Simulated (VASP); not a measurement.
# Na2Al (P4/nmm) in VASP: further runs

Runs on Na2Al. Level: PBE. Tasks: single point, relaxation of cell and atoms.

All numbers are computed with VASP 6.6.1; they aren't measurements. Logs are shortened: lines on timing, memory, paths and dates and some standing lists are left out, and cuts for length are marked.

## 1. The cell of the first run

It takes space group P4/nmm (No. 129, tetragonal). The conventional cell has a = 4.091 Å, b = 4.091 Å, c = 6.242 Å, α = 90.00°, β = 90.00°, γ = 90.00°. Within 3.5 Å of Na (site symmetry -4m2) lie 8 Na at 2.65 to 2.89 Å and 4 Al at 2.77 Å. Within 3.5 Å of Na (site symmetry 4mm) lie 4 Na at 2.65 Å and 5 Al at 2.68 to 2.90 Å. Al (site symmetry 4mm) has 9 Na at 2.68 to 2.90 Å within 3.5 Å.

## 2. Single point, PBE

INCAR reads:

```
SYSTEM = Na2Al
  ALGO = Normal
  EDIFF = 1E-6
  ENCUT = 520
  GGA = PE
  ISIF = 2
  ISMEAR = 0
  LASPH = .True.
  LCHARG = .False.
  LREAL = .False.
  LWAVE = .False.
  NBANDS = 26
  NELM = 80
  PREC = Accurate
  SIGMA = 0.1
```

KPOINTS reads:

```
k-points
0
Gamma
  4 4 4
  0 0 0
```

POSCAR reads:

```
Na2Al
1.0
    4.0909532774      0.0000000000      0.0000000000
    0.0000000000      4.0909532774      0.0000000000
    0.0000000000      0.0000000000      6.2419830693
Na Al
4 2
Direct
    0.0000000000      0.0000000000      0.0000000000
    0.5000000000      0.5000000000      0.0000000000
    0.0000000000      0.5000000000      0.2700000000
    0.5000000000      0.0000000000      0.7300000000
    0.0000000000      0.5000000000      0.7000000000
    0.5000000000      0.0000000000      0.3000000000
```

Potentials or basis: VASP PAW PBE potentials, release 64 (Na_pv, Al).

Run with:

```console
> cat potpaw_PBE.64/Na_pv/POTCAR potpaw_PBE.64/Al/POTCAR > POTCAR
> mpirun -np 1 vasp_std > vasp.out
```

OUTCAR:

```text
SYSTEM = Na2Al
   EDIFF = 1E-6
   ENCUT = 520
   GGA = PE
   ISIF = 2
   ISMEAR = 0
   LASPH = .True.
   LREAL = .False.
   NELM = 80
   PREC = Accurate

 ion  position               nearest neighbor table
   1  0.000  0.000  0.000-   3 2.65   4 2.65   3 2.65   4 2.65   5 2.77   5 2.77   6 2.77   6 2.77

   2  0.500  0.500  0.000-   3 2.65   4 2.65   4 2.65   3 2.65   5 2.77   6 2.77   6 2.77   5 2.77

   3  0.000  0.500  0.270-   1 2.65   2 2.65   1 2.65   2 2.65   5 2.68   6 2.90   6 2.90   6 2.90
                             6 2.90
   4  0.500  0.000  0.730-   1 2.65   2 2.65   2 2.65   1 2.65   6 2.68   5 2.90   5 2.90   5 2.90
                             5 2.90
   5  0.000  0.500  0.700-   3 2.68   2 2.77   1 2.77   1 2.77   2 2.77   4 2.90   4 2.90   4 2.90
                             4 2.90
   6  0.500  0.000  0.300-   4 2.68   2 2.77   1 2.77   2 2.77   1 2.77   3 2.90   3 2.90   3 2.90
                             3 2.90

  LATTYP: Found a simple tetragonal cell.
 ALAT       =     4.0909532774
 C/A-ratio  =     1.5258016032

  Lattice vectors:

 A1 = (   4.0909532774,   0.0000000000,   0.0000000000)
 A2 = (   0.0000000000,   4.0909532774,   0.0000000000)
 A3 = (   0.0000000000,   0.0000000000,   6.2419830693)

Analysis of symmetry for initial positions (statically):
=====================================================================
 Subroutine PRICEL returns:
 Original cell was already a primitive cell.

 Routine SETGRP: Setting up the symmetry group for a
 simple tetragonal supercell.

 Subroutine GETGRP returns: Found 16 space group operations
 (whereof  8 operations were pure point group operations)
 out of a pool of 16 trial point group operations.

The static configuration has the point symmetry D_2d.
 The point group associated with its full space group is D_4h.

Analysis of symmetry for dynamics (positions and initial velocities):
=====================================================================
 Subroutine PRICEL returns:
 Original cell was already a primitive cell.

 Routine SETGRP: Setting up the symmetry group for a
 simple tetragonal supercell.

 Subroutine GETGRP returns: Found 16 space group operations
 (whereof  8 operations were pure point group operations)
 out of a pool of 16 trial point group operations.

The dynamic configuration has the point symmetry D_2d.
 The point group associated with its full space group is D_4h.

 Subroutine INISYM returns: Found 16 space group operations
 (whereof  8 operations are pure point group operations),
 and found     1 'primitive' translations

----------------------------------------------------------------------------------------

                                     Primitive cell

  volume of cell :     104.4652

  direct lattice vectors                    reciprocal lattice vectors
     4.090953277  0.000000000  0.000000000     0.244441804  0.000000000  0.000000000
     0.000000000  4.090953277  0.000000000     0.000000000  0.244441804  0.000000000
     0.000000000  0.000000000  6.241983069     0.000000000  0.000000000  0.160205497

  length of vectors
     4.090953277  4.090953277  6.241983069     0.244441804  0.244441804  0.160205497

  position of ions in fractional coordinates (direct lattice)
     0.000000000  0.000000000  0.000000000
     0.500000000  0.500000000  0.000000000
     0.000000000  0.500000000  0.270000000
     0.500000000  0.000000000  0.730000000
     0.000000000  0.500000000  0.700000000
     0.500000000  0.000000000  0.300000000

  ion indices of the primitive-cell ions
   primitive index   ion index
                 1           1
                 2           2
                 3           3
                 4           4
                 5           5
                 6           6

----------------------------------------------------------------------------------------

 KPOINTS: k-points

Automatic generation of k-mesh.
 Grid dimensions read from file:
 generate k-points for:    4    4    4

 Generating k-lattice:

  Cartesian coordinates                     Fractional coordinates (reciprocal lattice)
     0.061110451  0.000000000  0.000000000     0.250000000  0.000000000  0.000000000
     0.000000000  0.061110451  0.000000000     0.000000000  0.250000000  0.000000000
     0.000000000  0.000000000  0.040051374     0.000000000  0.000000000  0.250000000

  Length of vectors
     0.061110451  0.061110451  0.040051374

  Shift w.r.t. Gamma in fractional coordinates (k-lattice)
     0.000000000  0.000000000  0.000000000

 Subroutine IBZKPT returns following result:
 ===========================================

 Found     18 irreducible k-points:

 Following reciprocal coordinates:
            Coordinates               Weight
  0.000000  0.000000  0.000000      1.000000
  0.250000  0.000000  0.000000      4.000000
  0.500000  0.000000  0.000000      2.000000
  0.250000  0.250000  0.000000      4.000000
  0.500000  0.250000  0.000000      4.000000
  0.500000  0.500000  0.000000      1.000000
[... 10 lines left out ...]
  0.500000  0.250000  0.500000      4.000000
  0.500000  0.500000  0.500000      1.000000
   k-points           NKPTS =     18   k-points in BZ     NKDIM =     18   number of bands    NBANDS=     26
   number of dos      NEDOS =    301   number of ions     NIONS =      6
   total plane-waves  NPLWV =  43200
   dimension x,y,z NGX =    30 NGY =   30 NGZ =   48
   dimension x,y,z NGXF=    60 NGYF=   60 NGZF=   96
   ions per type =               4   2
   NGX,Y,Z   is equivalent  to a cutoff of  12.19, 12.19, 12.78 a.u.
   NGXF,Y,Z  is equivalent  to a cutoff of  24.38, 24.38, 25.57 a.u.
 SYSTEM =  Na2Al
   PREC   = accura    normal or accurate (medium, high low for compatibility)
   ISTART =      0    job   : 0-new  1-cont  2-samecut
   ICHARG =      2    charge: 1-file 2-atom 10-const
   ISPIN  =      1    spin polarized calculation?
   LNONCOLLINEAR =      F non collinear calculations
   LSORBIT =      F    spin-orbit coupling
   LASPH  =      T    aspherical Exc in radial PAW
   ENCUT  =  520.0 eV  38.22 Ry    6.18 a.u.   7.61  7.61 11.61*2*pi/ulx,y,z
   NELM   =     80;   NELMIN=  2; NELMDL= -5     # of ELM steps
   EDIFF  = 0.1E-05   stopping-criterion for ELM
   LREAL  =      F    real-space projection
   EDIFFG = 0.1E-04   stopping-criterion for IOM
   NSW    =      0    number of steps for IOM
   IBRION =     -1    ionic relax: 0-MD 1-quasi-New 2-CG
   NFREE  =      0    steps in history (QN), initial steepest desc. (CG)
   ISIF   =      2    stress and relaxation
   ISYM   =      2    0-nonsym 1-usesym 2-fastsym
   POTIM  = 0.5000    time-step for ionic-motion
   TEBEG  =    0.0;   TEEND  =   0.0 temperature during run
   PSTRESS=    0.0 pullay stress
   NELECT =      34.0000    total number of electrons
   NUPDOWN=      -1.0000    fix difference up-down
   EMIN   =  10.00;   EMAX   =-10.00  energy-range for DOS
   EFERMI =   0.00;   METHOD = LEGACY
   ISMEAR =     0;   SIGMA  =   0.10  broadening in eV -4-tet -1-fermi 0-gaus
   EFERMI_NEDOS =   21; number of points for ismear=-14 and -15
   IALGO  =     38    algorithm
   IMIX   =      4    mixing-type and parameters
     AMIX     =   0.40;   BMIX     =  1.00
     AMIX_MAG =   1.60;   BMIX_MAG =  1.00
  volume/ion in A,a.u.               =      17.41       117.49
  Fermi-wavevector in a.u.,A,eV,Ry     =   1.126101  2.128022 17.253588  1.268103
  Thomas-Fermi vector in A             =   2.262781
   LORBIT       =      0    0 simple, 1 ext, 2 COOP (PROOUT), +10 PAW based schemes
   GGA     = PE    functional components
   LHFCALC =     F    Hartree Fock is set to
   AEXX    =    0.0000 exact exchange contribution
   IVDW    =     0    specifies the selected vdW correction
   LEPSILON=     F    determine dielectric tensor
   LRPA    =     F    only Hartree local field effects (RPA)
 non-spin polarized calculation
 Gauss-broadening in eV      SIGMA  =   0.10
  energy-cutoff  :      520.00
  volume of cell :      104.47
 maximum number of plane-waves:      2832
   NGX = 15   NGY = 15   NGZ = 23

 number of electron      33.9999989 magnetization

 Free energy of the ion-electron system (eV)
  ---------------------------------------------------
  ext. energy  EPLUGINS =         0.00000000
  ---------------------------------------------------
  free energy    TOTEN  =        -6.85236035 eV

  energy without entropy =       -6.84484449  energy(sigma->0) =       -6.84860242

 E-fermi :   4.4496     XC(G=0):  -9.2800

 val. band max:        4.3329761067   @ k =   0.5000   0.2500   0.2500
 cond. band min:       4.5362925180   @ k =   0.5000   0.2500   0.5000
 fundamental gap:      0.2033164113
 Fermi energy:         4.4496159723

 k-point     1 :       0.0000    0.0000    0.0000
  band No.  band energies     occupation
      1     -20.4283      2.00000
      2     -20.4283      2.00000
      3     -20.3690      2.00000
      4     -20.2325      2.00000
      5     -20.2139      2.00000
      6     -20.2139      2.00000
[... 18 lines left out ...]
     25       9.7280      0.00000
     26      10.2580      0.00000

 k-point     2 :       0.2500    0.0000    0.0000
  band No.  band energies     occupation
      1     -20.4076      2.00000
      2     -20.3964      2.00000
      3     -20.3656      2.00000
      4     -20.2942      2.00000
      5     -20.2446      2.00000
      6     -20.2432      2.00000
[... 18 lines left out ...]
     25      10.5822      0.00000
     26      10.7291      0.00000

 k-point     3 :       0.5000    0.0000    0.0000
  band No.  band energies     occupation
      1     -20.3569      2.00000
      2     -20.3569      2.00000
      3     -20.3269      2.00000
      4     -20.3269      2.00000
      5     -20.3200      2.00000
      6     -20.3200      2.00000
[... 398 lines left out ...]
 k-point    17 :       0.5000    0.2500    0.5000
  band No.  band energies     occupation
      1     -20.4435      2.00000
      2     -20.4435      2.00000
      3     -20.3512      2.00000
      4     -20.3512      2.00000
      5     -20.2099      2.00000
      6     -20.2099      2.00000
[... 18 lines left out ...]
     25      11.6506      0.00000
     26      11.6506      0.00000

 k-point    18 :       0.5000    0.5000    0.5000
  band No.  band energies     occupation
      1     -20.4874      2.00000
      2     -20.4874      2.00000
      3     -20.3624      2.00000
      4     -20.3624      2.00000
      5     -20.1468      2.00000
      6     -20.1468      2.00000
[... 18 lines left out ...]
     25      10.8075      0.00000
     26      10.8077      0.00000

------------------------ aborting loop because EDIFF is reached ----------------------------------------

  FORCE on cell =-STRESS in cart. coord.  units (eV):
  Direction    XX          YY          ZZ          XY          YZ          ZX
  --------------------------------------------------------------------------------------
  -------------------------------------------------------------------------------------
  Total       14.5861870     14.5861870     14.9623597      0.0000000      0.0000000      0.0000000
  in kB      223.7075984    223.7075984    229.4769391      0.0000000      0.0000000      0.0000000
  external PRESSURE =     225.6307120 kB  Pullay stress =       0.0000000 kB

 VOLUME and BASIS-vectors are now :
 -----------------------------------------------------------------------------
  energy-cutoff  :      520.00
  volume of cell :      104.47
      direct lattice vectors                 reciprocal lattice vectors
     4.090953277  0.000000000  0.000000000     0.244441804  0.000000000  0.000000000
     0.000000000  4.090953277  0.000000000     0.000000000  0.244441804  0.000000000
     0.000000000  0.000000000  6.241983069     0.000000000  0.000000000  0.160205497

 POSITION                                       TOTAL-FORCE (eV/Angst)
 -----------------------------------------------------------------------------------
      0.00000      0.00000      0.00000         0.000000     -0.000000      0.000000
      2.04548      2.04548      0.00000         0.000000      0.000000      0.000000
      0.00000      2.04548      1.68534         0.000000     -0.000000      0.880758
      2.04548      0.00000      4.55665        -0.000000     -0.000000     -0.880758
      0.00000      2.04548      4.36939        -0.000000      0.000000     -1.386737
      2.04548      0.00000      1.87259         0.000000     -0.000000      1.386737
 -----------------------------------------------------------------------------------
    total drift:                                0.000000      0.000000     -0.000000

  FREE ENERGIE OF THE ION-ELECTRON SYSTEM (eV)
  ---------------------------------------------------
  free  energy   TOTEN  =        -6.8523603509 eV

  energy  without entropy=       -6.8448444864  energy(sigma->0) =       -6.84860242
```

It took 16 s on 1 thread of AMD EPYC 9R45 (Zen 5), shared host; peak memory 0.18 GiB.

Results:

```
Free energy            : -6.8524 eV
Pressure               : 22.6 GPa
Largest force          : 1.387 eV/Å
Band gap on the k mesh : zero (band 17 reaches 6.16 eV, above the bottom of band 18 at 3.26 eV)
```

Forces in eV/Å, atoms in the order of the input:
```
Na   0.000  0.000  0.000
Na   0.000  0.000  0.000
Na   0.000  0.000  0.881
Na   0.000  0.000 -0.881
Al   0.000  0.000 -1.387
Al   0.000  0.000  1.387
```

Caveat: the k points lie up to 0.38 Å⁻¹ apart; forces of over 1 eV/Å act on the atoms, so gaps and moduli don't describe the material at rest.

(Part 1 of 2 ends here.)
